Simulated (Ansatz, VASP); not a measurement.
Pb: VASP beside Ansatz

```
Pb
1.0
     0.00000    2.49779    2.49779
     2.49779    0.00000    2.49779
     2.49779    2.49779    0.00000
Pb
1
Direct
  0.00000 0.00000 0.00000
```

Alike in both runs: functional r2SCAN; k mesh 14 × 14 × 14; occupations gaussian, width 0.1 eV; no spin polarisation.

Ansatz relaxed the structure, and its values are those at the end. VASP's run is a single point on that final structure, the one shown.

|  | VASP | Ansatz |
| --- | --- | --- |
| version | VASP 6.6.1 | Ansatz 0.2.0 |
| potentials or method | VASP PAW PBE potentials, release 64 (Pb_d), cutoff 520 eV | scalar-relativistic, plane waves, PAW |
| valence electrons in the cell | 14 | 14 |

|  | VASP | Ansatz | Ansatz less VASP |
| --- | --- | --- | --- |
| gap on the k mesh at the Fermi level (eV) | none | none | - |
| pressure (GPa) | 0.0 | 0.0 | +0.01 |

VASP's potentials were made for PBE, not for r2SCAN. A gap of «none» marks a metal or a gap that the smearing closes. With one functional, cell and mesh, what is left measures potentials, basis and numerics.

Neither program's run includes spin-orbit coupling.
